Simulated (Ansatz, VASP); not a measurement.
# One calculation of BaS, two programs

INCAR

```
SYSTEM = BaS
PREC = Accurate
ENCUT = 520
EDIFF = 1E-6
ISMEAR = 0
SIGMA = 0.01
LREAL = .False.
LASPH = .True.
NELM = 150
ALGO = Normal
ISIF = 2
LWAVE = .False.
LCHARG = .False.
MAGMOM = 0 0 0 0 0 0
LORBIT = 11
LSORBIT = .True.
GGA_COMPAT = .False.
LORBMOM = .True.
GGA = PS
NBANDS = 28
```

Contents of KPOINTS:

```
regular mesh
0
Gamma
  8 8 8
  0 0 0
```

The input POSCAR:

```
BaS
1.0
    0.0000000000      3.1821280833      3.1821280833
    3.1821280833      0.0000000000      3.1821280833
    3.1821280833      3.1821280833      0.0000000000
Ba S
1 1
Direct
    0.0000000000      0.0000000000      0.0000000000
    0.5000000000      0.5000000000      0.5000000000
```

Input for Ansatz:

```yaml
crystal:
  lattice:
    - [0.0, 3.18212808332, 3.18212808332]
    - [3.18212808332, 0.0, 3.18212808332]
    - [3.18212808332, 3.18212808332, 0.0]
  atoms:
    - { symbol: Ba, position: [0.0, 0.0, 0.0] }
    - { symbol: S, position: [0.5, 0.5, 0.5] }
kpoints:
  mp_grid: { grid: [8, 8, 8] }
scf:
  occupations: { method: fixed }
  convergence: { dr2_threshold: 1.0e-10 }
hamiltonian:
  xc: pbesol
  pseudopotentials: { kind: all_electron, lapw: { basis_error: 0.0005 } }
magnetization:
  noncollinear: true
  spin_orbit: true
output:
  forces: true
  stress: true
  eigenstates:
    kpoints:
      - [0.0, 0.0, 0.0]
      - [0.0, -0.5, -0.5]
      - [-0.5, 0.0, -0.5]
      - [-0.5, -0.5, 0.0]
      - [-0.5, 0.0, 0.0]
      - [0.0, -0.5, 0.0]
      - [0.0, 0.0, -0.5]
      - [-0.5, -0.5, -0.5]
  eigenvalues: true
```

Alike in both runs: task single point; functional PBEsol; k mesh 8 × 8 × 8; non-collinear spin, spin-orbit coupling.

```csv
,VASP,Ansatz
version,VASP 6.6.1,Ansatz 0.2.0
potentials or method,"VASP PAW PBE potentials, release 64 (Ba_sv, S), cutoff 520 eV",all-electron LAPW
occupations,"gaussian, width 0.01 eV",fixed
```

|  | VASP | Ansatz | Ansatz less VASP |
| --- | --- | --- | --- |
| pressure (GPa) | -0.1 | -0.7 | -0.64 |

VASP's potentials were made for PBE, not for PBEsol. Ansatz ran all-electron here, and VASP with PAW potentials.
